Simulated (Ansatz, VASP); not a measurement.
# SrNb: VASP beside Ansatz

```
Sr Nb
1.0
     3.74298    0.00000    0.00000
     0.00000    3.74298    0.00000
     0.00000    0.00000    3.74298
Sr Nb
1 1
Cartesian
  0.0000 0.0000 0.0000
  1.8715 1.8715 1.8715
```

Change from the starting cell: species swapped into the SmZn type (Pm-3m, No. 221).

Alike in both runs: task relaxation of cell and atoms; functional PBE; k mesh 5 × 5 × 5; occupations gaussian, width 0.2 eV; no spin polarisation.

```csv
,VASP,Ansatz
version,VASP 6.6.1,Ansatz 0.2.0
potentials or method,"VASP PAW PBE potentials, release 64 (Sr_sv, Nb_sv), cutoff 500 eV","scalar-relativistic, plane waves, PAW"
valence electrons in the cell,23,23
```

VASP gave:

| Item | Value |
| --- | --- |
| gap on the k mesh at the Fermi level, each at its own relaxed structure (eV) | none |
| relaxed volume (Å³/atom) | 28.17 |
| relaxed cell length with the largest relative difference (Å) | 3.834 |

Task: Estimate Ansatz's values.

Result: gap on the k mesh at the Fermi level, each at its own relaxed structure (eV): none; relaxed volume (Å³/atom): 28.06; relaxed cell length with the largest relative difference (Å): 3.829.

A gap of «none» marks a metal or a gap that the smearing closes.
